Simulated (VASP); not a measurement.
Wanted: the native input for a VASP 6.6.1 run.

```yaml
Task: electric field gradients
Functional: PBEsol
Potentials_or_basis: VASP PAW PBE potentials, release 64 (Sn_d, Se)
Cutoff: 520 eV
k_mesh: 7 × 7 × 7
Occupations: fermi-dirac, width 0.01 eV
Spin: no spin polarisation
Dipole_correction: no
Further_INCAR_settings: ALGO = Normal; EDIFF = 1e-08; NBANDS = 17
```

The structure of SnSe lies in POSCAR:

```
SnSe
1.0
    0.0000000000      3.0100000000      2.9799000000
    3.0100000000      0.0000000000      2.9799000000
    3.0100000000      3.0100000000      0.0000000000
Sn Se
1 1
Direct
    0.0000000000      0.0000000000      0.0000000000
    0.5000000000      0.5000000000      0.5000000000
```

This cell differs from its parent crystal: zz strain of -1 %.

These files were run (other wordings do the same):

INCAR

```
PREC = Accurate ; ENCUT = 520
EDIFF = 1E-8 ; ISMEAR = -1
SIGMA = 0.01 ; LREAL = False
LASPH = True ; NELM = 80
ALGO = Normal ; ISIF = 2
LWAVE = False ; LCHARG = False
GGA = PS ; LEFG = True
NBANDS = 17
```

KPOINTS

```
Automatic mesh
0
Gamma
  7 7 7
```

Potentials or basis: VASP PAW PBE potentials, release 64 (Sn_d, Se).

Launch:

```console
$ cat potpaw_PBE.64/Sn_d/POTCAR potpaw_PBE.64/Se/POTCAR > POTCAR
$ mpirun -np 1 vasp_std > vasp.out
```

It gave:

- Pressure: -1.4 GPa
- Band gap on the k mesh: 0.68 eV (least direct gap 0.69 eV)
- Largest electric field gradient by atom: Sn -13.8; Se -1.9 V/Å²

Caveat: the cell differs from its parent crystal (zz strain of -1 %); without QUAD_EFG the Cq values of the log hold for a quadrupole moment of 1 mb, not for the nuclei; the PAW data sets were made with another functional, which shifts forces and pressure a little; spin-orbit coupling is left out, which moves the levels of the heavy elements; an odd mesh through Γ misses points on the zone boundary, where band edges can lie.

It took 64 s on 1 thread of Intel Xeon 8259CL, on a shared host, peak memory 0.19 GiB.
